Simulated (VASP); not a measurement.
# WS2 in VASP: a series of runs, part 2 of 2

VASP 6.6.1.

## (4) Single point, r2SCAN (strain +0.025 along x and y, -0.050 along z)

Contents of POSCAR:

```
WS2
1.0
    3.2606227873      0.0000000000      0.0000000000
   -1.6303113936      2.8237821659      0.0000000000
    0.0000000000      0.0000000000     16.1032030033
W S
1 2
Direct
    0.3333333333      0.6666666667      0.0000000000
    0.6666666667      0.3333333333      0.9080224902
    0.6666666667      0.3333333333      0.0919775098
```

Contents of INCAR.step1:

```
PREC = Accurate ; ENCUT = 520
ISMEAR = 0 ; SIGMA = 0.05
LREAL = False ; LASPH = True
NELM = 100 ; NBANDS = 20
GGA = PE ; ALGO = Normal
EDIFF = 1E-4 ; LWAVE = True
LCHARG = False
```

Contents of INCAR.step2:

```
PREC = Accurate ; ENCUT = 520
EDIFF = 1E-6 ; ISMEAR = 0
SIGMA = 0.05 ; LREAL = False
LASPH = True ; NELM = 100
ALGO = Normal ; ISIF = 2
LWAVE = False ; LCHARG = False
METAGGA = R2SCAN ; LMIXTAU = True
NBANDS = 20 ; ISTART = 1
```

Contents of KPOINTS:

```
regular mesh
0
Gamma
  12 12 2
```

Potentials or basis: VASP PAW PBE potentials, release 64 (W_sv, S).

Run with:

```bash
cat potpaw_PBE.64/W_sv/POTCAR potpaw_PBE.64/S/POTCAR > POTCAR
cp INCAR.step1 INCAR
mpirun -np 1 vasp_std > vasp.out
cp INCAR.step2 INCAR
mpirun -np 1 vasp_std > vasp.out
```

OUTCAR:

```text
PREC = Accurate
   ENCUT = 520
   EDIFF = 1E-6
   ISMEAR = 0
   LREAL = False
   LASPH = True
   NELM = 100
   ISIF = 2
   METAGGA = R2SCAN
   ISTART = 1

 ion  position               nearest neighbor table
   1  0.333  0.667  0.000-   2 2.40   3 2.40   2 2.40   3 2.40   2 2.40   3 2.40
   2  0.667  0.333  0.908-   1 2.40   1 2.40   1 2.40
   3  0.667  0.333  0.092-   1 2.40   1 2.40   1 2.40

  LATTYP: Found a hexagonal cell.
 ALAT       =     3.2606227873
 C/A-ratio  =     4.9386893406

  Lattice vectors:

 A1 = (   3.2606227873,   0.0000000000,   0.0000000000)
 A2 = (  -1.6303113936,   2.8237821659,   0.0000000000)
 A3 = (   0.0000000000,   0.0000000000,  16.1032030033)

Analysis of symmetry for initial positions (statically):
=====================================================================
 Subroutine PRICEL returns:
 Original cell was already a primitive cell.

 Routine SETGRP: Setting up the symmetry group for a
 hexagonal supercell.

[... 156 lines left out ...]
   NGX = 13   NGY = 13   NGZ = 59

 number of electron      25.9999999 magnetization

 Free energy of the ion-electron system (eV)
  ---------------------------------------------------
  ext. energy  EPLUGINS =         0.00000000
  ---------------------------------------------------
  free energy    TOTEN  =       -69.92190738 eV

  energy without entropy =      -69.92190738  energy(sigma->0) =      -69.92190738

 E-fermi :  -0.6660     XC(G=0):  -4.6448

 val. band max:       -0.9752100784   @ k =   0.0000   0.0000   0.5000
 cond. band min:      -0.0926886825   @ k =   0.3333   0.3333   0.0000
 fundamental gap:      0.8825213959
 Fermi energy:        -0.6659539530

 k-point     1 :       0.0000    0.0000    0.0000
  band No.  band energies     occupation
      1     -77.4728      2.00000
      2     -41.0223      2.00000
      3     -40.9698      2.00000
      4     -40.9698      2.00000
      5     -16.9723      2.00000
      6     -14.9550      2.00000
[... 541 lines left out ...]
     19       6.4201      0.00000
     20       6.5905      0.00000

 [... further k-points ...]
[... 5 lines left out ...]
  --------------------------------------------------------------------------------------
  -------------------------------------------------------------------------------------
  Total       -1.2465223     -1.2465223      3.4163207     -0.0000000      0.0000000      0.0000000
  in kB      -13.4699697    -13.4699697     36.9168975     -0.0000000      0.0000000      0.0000000
  external PRESSURE =       3.3256527 kB  Pullay stress =       0.0000000 kB

 VOLUME and BASIS-vectors are now :
 -----------------------------------------------------------------------------
  energy-cutoff  :      520.00
  volume of cell :      148.27
      direct lattice vectors                 reciprocal lattice vectors
     3.260622787  0.000000000  0.000000000     0.306689877  0.177067483  0.000000000
    -1.630311394  2.823782166  0.000000000     0.000000000  0.354134966  0.000000000
     0.000000000  0.000000000 16.103203003     0.000000000  0.000000000  0.062099447

 POSITION                                       TOTAL-FORCE (eV/Angst)
 -----------------------------------------------------------------------------------
     -0.00000      1.88252      0.00000        -0.000000      0.000000      0.000000
      1.63031      0.94126     14.62207         0.000000     -0.000000     -1.161284
      1.63031      0.94126      1.48113         0.000000     -0.000000      1.161284
 -----------------------------------------------------------------------------------
    total drift:                                0.000001     -0.000000     -0.000000

  FREE ENERGIE OF THE ION-ELECTRON SYSTEM (eV)
  ---------------------------------------------------
  free  energy   TOTEN  =       -69.9219073776 eV

  energy  without entropy=      -69.9219073776  energy(sigma->0) =      -69.92190738
```

OSZICAR.step1:

```text
N       E                     dE             d eps       ncg     rms          rms(c)
DAV:   1     0.175182107217E+03    0.17518E+03   -0.13805E+04  1824   0.108E+03
DAV:   2    -0.113101555840E+02   -0.18649E+03   -0.18122E+03  1920   0.257E+02
DAV:   3    -0.247390461535E+02   -0.13429E+02   -0.13326E+02  2004   0.666E+01
DAV:   4    -0.249810370069E+02   -0.24199E+00   -0.24161E+00  1992   0.991E+00
DAV:   5    -0.249870325105E+02   -0.59955E-02   -0.59950E-02  2028   0.158E+00    0.266E+01
DAV:   6    -0.236889265704E+02    0.12981E+01   -0.71206E+00  1736   0.174E+01    0.109E+01
DAV:   7    -0.235865415830E+02    0.10238E+00   -0.12596E+00  1724   0.641E+00    0.504E+00
DAV:   8    -0.235423056256E+02    0.44236E-01   -0.24238E-01  1852   0.325E+00    0.912E-01
DAV:   9    -0.235412449490E+02    0.10607E-02   -0.11594E-02  2016   0.718E-01    0.527E-01
DAV:  10    -0.235403444951E+02    0.90045E-03   -0.52922E-03  1872   0.468E-01    0.648E-02
DAV:  11    -0.235402322309E+02    0.11226E-03   -0.65887E-04  1760   0.162E-01    0.606E-02
DAV:  12    -0.235401816089E+02    0.50622E-04   -0.70209E-05  1240   0.589E-02
   1 F= -.23540182E+02 E0= -.23540182E+02  d E =-.142682E-16
```

Run time: 2.8 min. Hardware: 1 thread of Intel Xeon 6975P-C (Granite Rapids), shared host; peak memory 0.34 GiB.

Results:

```yaml
Free_energy: -69.9219 eV
Largest_force: 1.161 eV/Å
Band_gap_on_the_k_mesh: 0.88 eV (least direct gap 1.50 eV)
```

Forces in eV/Å, atoms in the order of the input:
```
W    0.000  0.000  0.000
S    0.000  0.000 -1.161
S    0.000  0.000  1.161
```

Levels at points of the mesh, in eV from the valence-band top:
```csv
k point,band 11,band 12,band 13,band 14,band 15,band 16
"(0.00, 0.00, 0.00)",-2.68,-2.24,0.00,2.43,2.43,2.84
"(0.50, 0.00, 0.00)",-2.35,-2.32,-1.38,2.12,2.58,3.99
"(0.00, 0.00, 0.50)",-2.68,-2.24,0.00,2.43,2.43,2.84
"(0.50, 0.00, 0.50)",-2.35,-2.32,-1.38,2.12,2.58,3.99
```

Caveat: the cell differs from its parent crystal (strain +0.025 along x and y, -0.050 along z); the PAW data sets were made with another functional, which shifts forces and pressure a little; spin-orbit coupling is left out, which moves the levels of the heavy elements.

## (5) Summary

```csv
cell,gap on the mesh (eV),largest force (eV/Å)
"a = 3.102, b = 3.102, c = 17.375 Å, angles 90.0, 90.0, 120.0°, 3 atoms",2.05,0.21
"a = 3.102, b = 3.102, c = 17.798 Å, angles 90.0, 90.0, 120.0°, 3 atoms",1.89,0.97
"a = 3.261, b = 3.261, c = 16.103 Å, angles 90.0, 90.0, 120.0°, 3 atoms",0.88,1.16
```

Alike in all rows: task single point; level r2SCAN; potentials or basis VASP PAW PBE potentials, release 64 (W_sv, S); no spin polarisation; k mesh 12 × 12 × 2; cutoff (eV) 520; smearing gaussian 0.05 eV.

Caveats: the PAW data sets were made with another functional, which shifts forces and pressure a little; spin-orbit coupling is left out, which moves the levels of the heavy elements.

Total energies depend on the potentials used, so only differences within one code and one set of settings carry meaning.
